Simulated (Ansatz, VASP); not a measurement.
# Ga2F: VASP beside Ansatz

Contents of INCAR:

```
PREC = Accurate
ENCUT = 520
EDIFF = 1E-6
ISMEAR = 0
SIGMA = 0.1
LREAL = F
LASPH = T
NELM = 60
ALGO = Normal
ISIF = 2
LWAVE = F
LCHARG = F
GGA = PE
NBANDS = 24
```

Contents of KPOINTS:

```
Automatic mesh
0
Gamma
  6 6 6
```

Contents of POSCAR:

```
Ga2F
1.0
    1.6539620015      0.9549154068      4.9953883494
   -1.6539620015      0.9549154068      4.9953883494
    0.0000000000     -1.9098308136      4.9953883494
Ga F
2 1
Direct
    0.7500000000      0.7500000000      0.7500000000
    0.2500000000      0.2500000000      0.2500000000
    0.0000000000      0.0000000000      0.0000000000
```

Input for Ansatz:

```yaml
crystal:
  lattice:
    - [1.6539620015, 0.9549154068, 4.9953883494]
    - [-1.6539620015, 0.9549154068, 4.9953883494]
    - [0.0, -1.9098308136, 4.9953883494]
  atoms:
    - { symbol: Ga, position: [0.75, 0.75, 0.75] }
    - { symbol: Ga, position: [0.25, 0.25, 0.25] }
    - { symbol: F, position: [0.0, 0.0, 0.0] }
basis:
  ecutwfc: 420
kpoints:
  mp_grid: { grid: [6, 6, 6] }
hamiltonian:
  xc: pbe
scf:
  occupations: { method: gaussian, width: 0.1 }
  lower_state_search: "off"
output:
  forces: true
  stress: true
  eigenvalues: true
```

Alike in both runs: task single point; functional PBE; k mesh 6 × 6 × 6; occupations gaussian, width 0.1 eV; no spin polarisation.

|  | VASP | Ansatz |
| --- | --- | --- |
| version | VASP 6.6.1 | Ansatz 0.2.0 |
| potentials or method | VASP PAW PBE potentials, release 64 (Ga_d, F), cutoff 520 eV | scalar-relativistic, plane waves, PAW |
| valence electrons in the cell | 33 | 33 |

VASP gave:

| Property | Result |
| --- | --- |
| gap on the k mesh at the Fermi level (eV) | none |
| pressure (GPa) | 15.6 |
| traceless stress, the component that is largest in VASP (GPa) | 0.28 |
| rms of the force components (eV/Å) | 1.053 |

Q: What did Ansatz give for the same quantities?

A: gap on the k mesh at the Fermi level (eV): none; pressure (GPa): 15.5; traceless stress, the component that is largest in VASP (GPa): 0.32; rms of the force components (eV/Å): 1.039.

Atom by atom the forces differ by 0.014 eV/Å (rms over components). A gap of «none» marks a metal or a gap that the smearing closes.

The k mesh is coarse, so the values compare programs but aren't converged.
